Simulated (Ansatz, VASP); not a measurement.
**One calculation of Co, two programs**

```xyz
2
Lattice="2.5074 0.0000 0.0000 -1.2537 2.1715 0.0000 0.0000 0.0000 4.0699" Properties=species:S:1:pos:R:3 pbc="T T T"
Co    0.0000    1.4476    1.0175
Co    1.2537    0.7238    3.0524
```

Alike in both runs: task single point; functional PBEsol; k mesh 5 × 5 × 3; occupations fermi-dirac, width 0.1 eV; collinear spin.

|  | VASP | Ansatz |
| --- | --- | --- |
| version | VASP 6.6.1 | Ansatz 0.2.0 |
| potentials or method | VASP PAW PBE potentials, release 64 (Co), cutoff 520 eV | plane waves, PAW |
| valence electrons in the cell | 18 | 34 |

|  | VASP | Ansatz | Ansatz less VASP |
| --- | --- | --- | --- |
| net moment per atom (μB) | 1.77 | 1.77 | +0.005 |
| size of the moment on the site where the two differ most (μB) | 1.77 | 1.81 | +0.047 |

VASP's potentials were made for PBE, not for PBEsol. Site moments also hang on the region over which each program counts them. VASP's potentials hold 18 valence electrons a cell and Ansatz's 34, so a difference there can come from the potentials and not from the codes.

The k mesh is coarse, so the values compare programs but aren't converged.
